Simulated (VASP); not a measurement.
Wanted: the native input for a VASP 6.6.1 run.

```
Task                   : single point
Functional             : PBE
Potentials or basis    : VASP PAW PBE potentials, release 64 (La, O)
Cutoff                 : 520 eV
k mesh                 : 2 × 2 × 2
Occupations            : gaussian, width 0.05 eV
Spin                   : no spin polarisation
Dipole correction      : no
Further INCAR settings : LREAL = Auto; ALGO = Normal; EDIFF = 1e-06; NBANDS = 92
```

The structure of La8O11 (a cell with a defect) lies in POSCAR:

```
La8O11
1.0
   -3.9307780000     -6.8083070000      0.0000000000
    5.8961670000     -3.4041530000      0.0000000000
    0.0000000000      0.0000000000      6.1119540000
La O
8 11
Direct
    0.5086000995      0.6638721532      0.7986319923
    0.4930314883      0.3314957544      0.2562614182
    0.2567416099      0.1748465184      0.7512262036
    0.2426458809      0.8376087534      0.2034884425
   -0.0020429978      0.6601014573      0.7452562634
    0.0002256453      0.3352795064      0.2462644516
    0.7511063457      0.1678730096      0.7555217202
    0.7540096349      0.8443903446      0.2509213911
    0.5037958216      0.3396502393      0.6415701100
    0.7688872256      0.5037625276     -0.0063691579
    0.2490361701      0.1592308865      0.3648015021
    0.3663902159      0.7333424579      0.5014260579
    0.5041999992      0.0242396907      0.0029406308
   -0.0017998973      0.6725603266      0.3587932763
    0.0045893748      0.3299699302      0.6434331803
    0.2461052515      0.4777634535     -0.0005162015
    0.7465103357      0.1747710681      0.3567585751
    0.7485687627      0.8301897867      0.6382413873
   -0.0169156122     -0.0008026428      0.0050002012
```

The input as run:

INCAR

```
  ALGO = Normal
  EDIFF = 1E-6
  ENCUT = 520
  GGA = PE
  ISIF = 2
  ISMEAR = 0
  LASPH = True
  LCHARG = False
  LREAL = Auto
  LWAVE = False
  NBANDS = 92
  NELM = 80
  PREC = Accurate
  SIGMA = 0.05
```

KPOINTS

```
k-points
0
Gamma
  2 2 2
```

Potentials or basis: VASP PAW PBE potentials, release 64 (La, O).

The run is started by

```sh
$ cat potpaw_PBE.64/La/POTCAR potpaw_PBE.64/O/POTCAR > POTCAR
$ mpirun -np 1 vasp_std > vasp.out
```

It gave:

```
Pressure               : 1.7 GPa
Largest force          : 0.035 eV/Å
Band gap on the k mesh : zero (bands 77 and 78 overlap by 0.10 eV)
```

Caveat: the k points lie up to 0.51 Å⁻¹ apart; spin-orbit coupling is left out, which moves the levels of the heavy elements.

Wall time 13 min on 1 thread of Intel(R) Xeon(R) Platinum 8488C (Sapphire Rapids), on a shared host, peak memory 0.48 GiB.
